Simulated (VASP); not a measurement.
# P2Se2O (I4/mmm) in VASP: a series of runs, part 2 of 2

VASP 6.6.1. Earlier steps stand in the parts before.

## Step 4: Single point, PBE+D3(BJ), collinear spin, ferromagnetic start

This run uses another cell than the first one, of 20.44 Å³/atom, 0.988 times its volume.

Contents of INCAR:

```
PREC = Accurate ; ENCUT = 520
EDIFF = 1E-6 ; ISMEAR = 0
SIGMA = 0.1 ; LREAL = F
LASPH = T ; NELM = 150
ALGO = Normal ; ISIF = 2
LWAVE = F ; LCHARG = T
ISPIN = 2 ; MAGMOM = 0 0 0 0 1
LORBIT = 11 ; GGA = PE
IVDW = 12 ; LELF = T
LVHAR = T ; NBANDS = 26
```

Contents of KPOINTS:

```
Automatic mesh
0
Gamma
  6 6 6
```

Contents of POSCAR:

```
P2Se2O
1.0
   -2.5299991413      2.5299991413      3.9908623258
    2.5299991413     -2.5299991413      3.9908623258
    2.5299991413      2.5299991413     -3.9908623258
P Se O
2 2 1
Direct
    0.7976128383      0.7976128383      0.0000000000
    0.2023871617      0.2023871617      0.0000000000
    0.2500000000      0.7500000000      0.5000000000
    0.7500000000      0.2500000000      0.5000000000
    0.0000000000      0.0000000000      0.0000000000
```

Potentials or basis: VASP PAW PBE potentials, release 64 (P, Se, O).

Launch:

```sh
$ cat potpaw_PBE.64/P/POTCAR potpaw_PBE.64/Se/POTCAR potpaw_PBE.64/O/POTCAR > POTCAR
$ mpirun -np 1 vasp_std > vasp.out
```

OUTCAR:

```text
PREC = Accurate
   ENCUT = 520
   EDIFF = 1E-6
   ISMEAR = 0
   LREAL = F
   LASPH = T
   NELM = 150
   ISIF = 2
   ISPIN = 2
   LORBIT = 11
   GGA = PE
   IVDW = 12
 IVDW          = 12

 ion  position               nearest neighbor table
   1  0.798  0.798  0.000-   5 1.62   4 2.56   3 2.56   4 2.56   3 2.56
   2  0.202  0.202  0.000-   5 1.62   3 2.56   4 2.56   3 2.56   4 2.56
   3  0.250  0.750  0.500-   2 2.56   1 2.56   1 2.56   2 2.56
   4  0.750  0.250  0.500-   2 2.56   1 2.56   1 2.56   2 2.56
   5  0.000  0.000  0.000-   1 1.62   2 1.62

  LATTYP: Found a body centered tetragonal cell.
 ALAT       =     5.0599982826
 C/A-ratio  =     1.5774164744

  Lattice vectors:

 A1 = (  -2.5299991413,   2.5299991413,   3.9908623258)
 A2 = (   2.5299991413,  -2.5299991413,   3.9908623258)
 A3 = (   2.5299991413,   2.5299991413,  -3.9908623258)

Analysis of symmetry for initial positions (statically):
[... 1610 lines left out ...]
  --------------------------------------------------------------------------------------
  -------------------------------------------------------------------------------------
  Total       0.03512     0.03512    -0.51323     0.00000    -0.00000     0.00000
  in kB       0.55070     0.55070    -8.04740     0.00000    -0.00000     0.00000
  external pressure =       -2.32 kB  Pullay stress =        0.00 kB

 VOLUME and BASIS-vectors are now :
 -----------------------------------------------------------------------------
  energy-cutoff  :      520.00
  volume of cell :      102.18
      direct lattice vectors                 reciprocal lattice vectors
    -2.529999141  2.529999141  3.990862326     0.000000000  0.197628526  0.125286206
     2.529999141 -2.529999141  3.990862326     0.197628526  0.000000000  0.125286206
     2.529999141  2.529999141 -3.990862326     0.197628526  0.197628526  0.000000000

 POSITION                                       TOTAL-FORCE (eV/Angst)
 -----------------------------------------------------------------------------------
      0.00000      0.00000      6.36633        -0.000000     -0.000000      0.144664
      0.00000      0.00000      1.61540         0.000000      0.000000     -0.144664
      2.53000     -0.00000      1.99543        -0.000000     -0.000000      0.000000
     -0.00000      2.53000      1.99543        -0.000000     -0.000000      0.000000
      0.00000      0.00000      0.00000        -0.000000     -0.000000      0.000000
 -----------------------------------------------------------------------------------
    total drift:                               -0.000000      0.000000     -0.000000

  FREE ENERGIE OF THE ION-ELECTRON SYSTEM (eV)
  ---------------------------------------------------
  free  energy   TOTEN  =       -25.8082140516 eV

  energy  without entropy=      -25.8080642385  energy(sigma->0) =      -25.80813915

 total charge

# of ion       s       p       d       tot
------------------------------------------
    1        1.119   1.197   0.000   2.316
    2        1.119   1.197   0.000   2.316
    3        1.497   2.243   0.056   3.796
    4        1.497   2.243   0.056   3.796
    5        1.550   3.642   0.000   5.192
--------------------------------------------------
tot          6.782  10.524   0.111  17.417

 magnetization (x)

# of ion       s       p       d       tot
------------------------------------------
    1       -0.000  -0.000   0.000  -0.000
    2       -0.000  -0.000   0.000  -0.000
    3       -0.000   0.000  -0.000   0.000
    4       -0.000   0.000  -0.000   0.000
    5        0.000  -0.000   0.000  -0.000
--------------------------------------------------
tot          0.000  -0.000  -0.000  -0.000
```

OSZICAR:

```text
N       E                     dE             d eps       ncg     rms          rms(c)
DAV:   1     0.119673055127E+03    0.11967E+03   -0.11356E+04  3120   0.906E+02
DAV:   2    -0.165540095333E+02   -0.13623E+03   -0.12807E+03  4066   0.174E+02
DAV:   3    -0.253251756769E+02   -0.87712E+01   -0.86684E+01  3992   0.444E+01
DAV:   4    -0.254161699722E+02   -0.90994E-01   -0.90894E-01  3838   0.510E+00
DAV:   5    -0.254174923981E+02   -0.13224E-02   -0.13221E-02  4028   0.612E-01    0.158E+01
DAV:   6    -0.243859590409E+02    0.10315E+01   -0.40852E+00  3402   0.153E+01    0.799E+00
DAV:   7    -0.244487714519E+02   -0.62812E-01   -0.76322E-01  3432   0.462E+00    0.403E+00
DAV:   8    -0.244514770046E+02   -0.27056E-02   -0.83979E-02  3596   0.185E+00    0.113E+00
DAV:   9    -0.244519788215E+02   -0.50182E-03   -0.15124E-02  3716   0.898E-01    0.297E-01
DAV:  10    -0.244529124120E+02   -0.93359E-03   -0.45330E-03  3788   0.367E-01    0.149E-01
DAV:  11    -0.244530610395E+02   -0.14863E-03   -0.28299E-04  3498   0.123E-01    0.738E-02
DAV:  12    -0.244532732159E+02   -0.21218E-03   -0.42540E-04  3490   0.127E-01    0.373E-02
DAV:  13    -0.244532738451E+02   -0.62928E-06   -0.53692E-05  3930   0.559E-02    0.168E-02
DAV:  14    -0.244532796635E+02   -0.58184E-05   -0.25325E-05  3468   0.279E-02    0.728E-03
DAV:  15    -0.244532829175E+02   -0.32541E-05   -0.22807E-06  3470   0.889E-03    0.336E-03
DAV:  16    -0.244532836312E+02   -0.71370E-06   -0.79144E-07  3004   0.488E-03
   1 F= -.25808214E+02 E0= -.25808139E+02  d E =-.149813E-03  mag=     0.0000
```

It took 96 s on 1 thread of Intel Xeon 6975P-C (Granite Rapids), shared host; peak memory 0.36 GiB.

Results:

```
Free energy                                           : -25.8082 eV
Pressure                                              : -0.2 GPa
Largest force                                         : 0.145 eV/Å
Band gap on the k mesh                                : 0.30 eV, direct
Net moment                                            : 0.00 μB per cell
Valence electrons inside the program's atomic spheres : P 2.32; Se 3.80; O 5.19
Dispersion energy per atom                            : -0.271 eV
```

Forces in eV/Å, atoms in the order of the input:
```
P    0.000  0.000  0.145
P    0.000  0.000 -0.145
Se   0.000  0.000  0.000
Se   0.000  0.000  0.000
O    0.000  0.000  0.000
```

Levels at points of the mesh, in eV from the valence-band top:
Spin up:
```
           k point  band 11  band 12  band 13  band 14  band 15  band 16  band 17  band 18
(0.00, 0.00, 0.00)    -2.90    -2.90    -2.15    -1.85     2.42     3.21     4.59     4.59
(0.50, 0.00, 0.00)    -2.82    -1.82    -1.45    -0.96     1.20     1.88     3.02     3.92
(0.50, 0.50, 0.00)    -1.81    -1.66    -0.21     0.00     0.30     0.34     0.75     0.84
(0.50, 0.50, 0.50)    -4.12    -4.12    -3.95    -0.71     3.59     3.59     3.72     4.04
```
Spin down:
| k point | band 12 | band 13 | band 14 | band 15 | band 16 | band 17 |
| --- | --- | --- | --- | --- | --- | --- |
| (0.00, 0.00, 0.00) | -2.90 | -2.15 | -1.85 | 2.42 | 3.21 | 4.59 |
| (0.50, 0.00, 0.00) | -1.82 | -1.45 | -0.96 | 1.20 | 1.88 | 3.02 |
| (0.50, 0.50, 0.00) | -1.66 | -0.21 | 0.00 | 0.30 | 0.34 | 0.75 |
| (0.50, 0.50, 0.50) | -4.12 | -3.95 | -0.71 | 3.59 | 3.59 | 3.72 |

A k mesh can miss the band edges.

## Step 5: Single point, PBE+D3(BJ), collinear spin, ferromagnetic start

This run uses another cell than the first one, of the same volume but with other edges.

Contents of INCAR:

```
ALGO = Normal ; EDIFF = 1E-6
ENCUT = 520 ; GGA = PE
ISIF = 2 ; ISMEAR = 0
ISPIN = 2 ; IVDW = 12
LASPH = T ; LCHARG = T
LELF = T ; LORBIT = 11
LREAL = F ; LVHAR = T
LWAVE = F ; MAGMOM = 0 0 0 0 1
NBANDS = 26 ; NELM = 150
PREC = Accurate ; SIGMA = 0.1
```

Contents of KPOINTS:

```
k-points
0
Gamma
  6 6 6
```

Contents of POSCAR:

```
P2Se2O
1.0
   -2.2280749100      2.2280749100      5.2109631300
    2.2280749100     -2.2280749100      5.2109631300
    2.2280749100      2.2280749100     -5.2109631300
P Se O
2 2 1
Direct
    0.6190979500      0.6190979500      0.0000000000
    0.3809020500      0.3809020500      0.0000000000
    0.2500000000      0.7500000000      0.5000000000
    0.7500000000      0.2500000000      0.5000000000
    0.0000000000      0.0000000000      0.0000000000
```

Potentials or basis: VASP PAW PBE potentials, release 64 (P, Se, O).

Launch:

```sh
$ cat potpaw_PBE.64/P/POTCAR potpaw_PBE.64/Se/POTCAR potpaw_PBE.64/O/POTCAR > POTCAR
$ mpirun -np 1 vasp_std > vasp.out
```

OUTCAR:

```text
EDIFF = 1E-6
   ENCUT = 520
   GGA = PE
   ISIF = 2
   ISMEAR = 0
   ISPIN = 2
   IVDW = 12
   LASPH = T
   LORBIT = 11
   LREAL = F
   NELM = 150
   PREC = Accurate
 IVDW          = 12

 ion  position               nearest neighbor table
   1  0.619  0.619  0.000-   2 2.48   4 2.61   3 2.61   3 2.61   4 2.61
   2  0.381  0.381  0.000-   1 2.48   3 2.61   4 2.61   3 2.61   4 2.61
   3  0.250  0.750  0.500-   2 2.61   1 2.61   2 2.61   1 2.61
   4  0.750  0.250  0.500-   2 2.61   1 2.61   2 2.61   1 2.61
   5  0.000  0.000  0.000-

  LATTYP: Found a body centered tetragonal cell.
 ALAT       =     4.4561498200
 C/A-ratio  =     2.3387737578

  Lattice vectors:

 A1 = (  -2.2280749100,   2.2280749100,   5.2109631300)
 A2 = (   2.2280749100,  -2.2280749100,   5.2109631300)
 A3 = (   2.2280749100,   2.2280749100,  -5.2109631300)

Analysis of symmetry for initial positions (statically):
=====================================================================
 Subroutine PRICEL returns:
 Original cell was already a primitive cell.

 Routine SETGRP: Setting up the symmetry group for a
 body centered tetragonal supercell.

 Subroutine GETGRP returns: Found 16 space group operations
 (whereof 16 operations were pure point group operations)
 out of a pool of 16 trial point group operations.

The static configuration has the point symmetry D_4h.

Analysis of symmetry for dynamics (positions and initial velocities):
=====================================================================
 Subroutine PRICEL returns:
 Original cell was already a primitive cell.

 Routine SETGRP: Setting up the symmetry group for a
 body centered tetragonal supercell.

 Subroutine GETGRP returns: Found 16 space group operations
 (whereof 16 operations were pure point group operations)
 out of a pool of 16 trial point group operations.

The dynamic configuration has the point symmetry D_4h.

Analysis of structural, dynamic, and magnetic symmetry:
=====================================================================
[... 173 lines left out ...]

 spin component 1

 k-point     1 :       0.0000    0.0000    0.0000
  band No.  band energies     occupation
      1     -12.2880      1.00000
      2     -11.2589      1.00000
      3      -8.6490      1.00000
      4      -6.4597      1.00000
      5      -5.9970      1.00000
      6      -2.3783      1.00000
[... 685 lines left out ...]
     25      13.0608      0.00000
     26      13.8438      0.00000

 [... further k-points ...]

 spin component 2

 k-point     1 :       0.0000    0.0000    0.0000
  band No.  band energies     occupation
      1     -12.2881      1.00000
      2     -11.2596      1.00000
      3      -8.6490      1.00000
      4      -6.4597      1.00000
      5      -5.9970      1.00000
      6      -2.3782      1.00000
[... 685 lines left out ...]
     25      13.0609      0.00000
     26      13.8443      0.00000

 [... further k-points ...]

------------------------ aborting loop because EDIFF is reached ----------------------------------------

 Edisp (eV)   -1.39349

 E8    (eV) :    -0.5254

  FORCE on cell =-STRESS in cart. coord.  units (eV):
  Direction    XX          YY          ZZ          XY          YZ          ZX
  --------------------------------------------------------------------------------------
  -------------------------------------------------------------------------------------
  Total      -3.68172    -3.68172    -7.50891     0.00000     0.00000    -0.00000
  in kB     -57.00636   -57.00636  -116.26526     0.00000     0.00000    -0.00000
  external pressure =      -76.76 kB  Pullay stress =        0.00 kB

 VOLUME and BASIS-vectors are now :
 -----------------------------------------------------------------------------
  energy-cutoff  :      520.00
  volume of cell :      103.48
      direct lattice vectors                 reciprocal lattice vectors
    -2.228074910  2.228074910  5.210963130     0.000000000  0.224408972  0.095951552
     2.228074910 -2.228074910  5.210963130     0.224408972  0.000000000  0.095951552
     2.228074910  2.228074910 -5.210963130     0.224408972  0.224408972  0.000000000

 POSITION                                       TOTAL-FORCE (eV/Angst)
 -----------------------------------------------------------------------------------
      0.00000      0.00000      6.45219         0.000000      0.000000      1.282240
      0.00000      0.00000      3.96973        -0.000000     -0.000000     -1.282240
      2.22807      0.00000      2.60548        -0.000000     -0.000000     -0.000000
      0.00000      2.22807      2.60548        -0.000000     -0.000000     -0.000000
      0.00000      0.00000      0.00000        -0.000000     -0.000000     -0.000000
 -----------------------------------------------------------------------------------
    total drift:                               -0.000000     -0.000000      0.000000

  FREE ENERGIE OF THE ION-ELECTRON SYSTEM (eV)
  ---------------------------------------------------
  free  energy   TOTEN  =       -19.9583853947 eV

  energy  without entropy=      -19.9452496775  energy(sigma->0) =      -19.95181754

 total charge

# of ion       s       p       d       tot
------------------------------------------
    1        1.185   1.093   0.000   2.278
    2        1.185   1.093   0.000   2.278
    3        1.529   2.097   0.058   3.684
    4        1.529   2.097   0.058   3.684
    5        1.598   3.095   0.000   4.693
--------------------------------------------------
tot          7.026   9.474   0.116  16.616

 magnetization (x)

# of ion       s       p       d       tot
------------------------------------------
    1       -0.000   0.000   0.000   0.000
    2       -0.000   0.000   0.000   0.000
    3       -0.000   0.000   0.000   0.000
    4       -0.000   0.000   0.000   0.000
    5       -0.000  -0.001   0.000  -0.001
--------------------------------------------------
tot         -0.000  -0.000   0.000  -0.000
```

It took 3.8 min on 1 thread of Intel Xeon 6975P-C (Granite Rapids), shared host; peak memory 0.48 GiB.

What came out:

```yaml
Free_energy: -19.9584 eV
Pressure: -7.7 GPa
Largest_force: 1.282 eV/Å
Band_gap_on_the_k_mesh: zero (filled and empty bands overlap)
Net_moment: 0.00 μB per cell
Valence_electrons_inside_the_program's_atomic_spheres: P 2.28; Se 3.68; O 4.69
Dispersion_energy_per_atom: -0.279 eV
```

Forces in eV/Å, atoms in the order of the input:
```
P    0.000  0.000  1.282
P    0.000  0.000 -1.282
Se   0.000  0.000  0.000
Se   0.000  0.000  0.000
O    0.000  0.000  0.000
```

Stress tensor (GPa, compression positive):
```
 -5.70   0.00   0.00
  0.00  -5.70   0.00
  0.00   0.00 -11.63
```

Levels at points of the mesh, in eV from the Fermi level:
Spin up:
| k point | band 10 | band 11 | band 12 | band 13 | band 14 | band 15 | band 16 | band 17 | band 18 | band 19 |
| --- | --- | --- | --- | --- | --- | --- | --- | --- | --- | --- |
| (0.00, 0.00, 0.00) | -2.21 | -1.89 | -1.70 | -0.63 | -0.63 | 0.57 | 1.70 | 1.70 | 1.73 | 3.34 |
| (0.50, 0.00, 0.00) | -3.72 | -1.43 | -0.55 | -0.43 | -0.08 | 0.70 | 1.23 | 1.70 | 2.40 | 2.64 |
| (0.50, 0.50, 0.00) | -1.75 | -0.19 | -0.11 | 0.39 | 0.41 | 0.70 | 0.71 | 1.15 | 2.53 | 3.74 |
| (0.50, 0.50, 0.50) | -2.45 | -1.65 | -1.61 | -0.42 | -0.40 | -0.40 | 1.43 | 1.43 | 1.97 | 2.02 |
Spin down:
```tsv
k point	band 10	band 11	band 12	band 13	band 14	band 15	band 16	band 17	band 18	band 19
(0.00, 0.00, 0.00)	-2.21	-1.89	-1.70	-0.63	-0.63	0.57	1.70	1.70	1.73	3.34
(0.50, 0.00, 0.00)	-3.72	-1.42	-0.55	-0.44	-0.08	0.70	1.23	1.70	2.40	2.64
(0.50, 0.50, 0.00)	-1.75	-0.19	-0.11	0.39	0.41	0.70	0.71	1.15	2.53	3.74
(0.50, 0.50, 0.50)	-2.45	-1.65	-1.61	-0.42	-0.40	-0.40	1.43	1.43	1.97	2.02
```

Caveat: pairwise dispersion overbinds metals, which lowers pressure and volume; forces of over 1 eV/Å act on the atoms, so gaps and moduli don't describe the material at rest.

## Step 6: Overview

| spin | cell | k mesh | smearing | gap on the mesh (eV) | pressure (GPa) | moment (μB) | largest force (eV/Å) |
| --- | --- | --- | --- | --- | --- | --- | --- |
| off | a = 5.382 Å, angles 123.7, 123.7, 83.8°, 5 atoms | 10 × 10 × 10 | gaussian 0.01 eV | 0.03 | -0.2 | - | 0.14 |
| off | a = 5.384 Å, angles 123.7, 123.7, 83.7°, 5 atoms | 10 × 10 × 10 | gaussian 0.1 eV | 0.03 | -0.2 | - | 0.13 |
| collinear, ferromagnetic start | a = 5.360 Å, angles 123.7, 123.7, 83.8°, 5 atoms | 6 × 6 × 6 | gaussian 0.1 eV | 0.30 | -0.2 | 0.00 | 0.14 |
| collinear, ferromagnetic start | a = 6.090 Å, angles 137.1, 137.1, 62.3°, 5 atoms | 6 × 6 × 6 | gaussian 0.1 eV | none | -7.7 | 0.00 | 1.28 |

Alike in all rows: task single point; level PBE+D3(BJ); potentials or basis VASP PAW PBE potentials, release 64 (P, Se, O); cutoff (eV) 520.

Caveats: pairwise dispersion overbinds metals, which lowers pressure and volume (some runs); forces of over 1 eV/Å act on the atoms, so gaps and moduli don't describe the material at rest (some runs).

Total energies depend on the potentials used, so only differences within one code and one set of settings carry meaning.
